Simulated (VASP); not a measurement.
Crystal: Na2TiAlP3O12.

```
Na Ti Al P O
1.0
     7.47383   -4.27901    0.00000
     7.47383    4.27901    0.00000
    -4.96116    0.00000    7.32468
Na Ti Al P O
4 2 2 6 24
Direct
  0.38603 0.61437 0.74902
  0.61437 0.38603 0.24902
  0.99939 0.49867 0.49671
  0.49867 0.99939 0.99671
  0.14008 0.64871 0.94198
  0.64871 0.14008 0.44198
  0.85767 0.35203 0.05692
  0.35203 0.85767 0.55692
  0.74924 0.53977 0.75128
  0.04137 0.96683 0.75436
  0.46595 0.24259 0.75426
  0.96683 0.04137 0.25436
  0.53977 0.74924 0.25128
  0.24259 0.46595 0.25426
  0.76853 0.50814 0.91705
  0.00769 0.13887 0.92093
  0.63599 0.27597 0.92528
  0.13887 0.00769 0.42093
  0.50814 0.76853 0.41705
  0.27597 0.63599 0.42528
  0.22907 0.49327 0.08488
  0.99278 0.86411 0.08155
  0.36572 0.72447 0.07659
  0.86411 0.99278 0.58155
  0.49327 0.22907 0.58488
  0.72447 0.36572 0.57659
  0.06955 0.43438 0.22478
  0.92941 0.22198 0.22601
  0.71846 0.57033 0.22516
  0.22198 0.92941 0.72601
  0.43438 0.06955 0.72478
  0.57033 0.71846 0.72516
  0.92470 0.56526 0.77184
  0.06953 0.78077 0.77044
  0.28402 0.42430 0.77096
  0.78077 0.06953 0.27044
  0.56526 0.92470 0.27184
  0.42430 0.28402 0.27096
```

Base run:

* Program: VASP 6.6.1
* Functional: PBE
* Potentials or basis: VASP PAW PBE potentials, release 64 (Na_pv, Ti_sv, Al, P, O)
* Cutoff: 520 eV
* k mesh: 3 × 3 × 3
* Occupations: fermi-dirac, width 0.02 eV
* Spin: no spin polarisation

Its results: band gap on the k mesh 2.59 eV; pressure -0.5 GPa; largest force 0.166 eV/Å.

Task: The run is repeated on the same cell with these changes: functional from PBE to r2SCAN. What comes out?

Result: Band gap on the k mesh 2.96 eV; pressure -6.1 GPa; largest force 0.622 eV/Å.

Caveats: the cell stands under tension (at least some runs); the PAW data sets were made with another functional, which shifts forces and pressure a little (at least some runs).

A k mesh can miss the band edges.
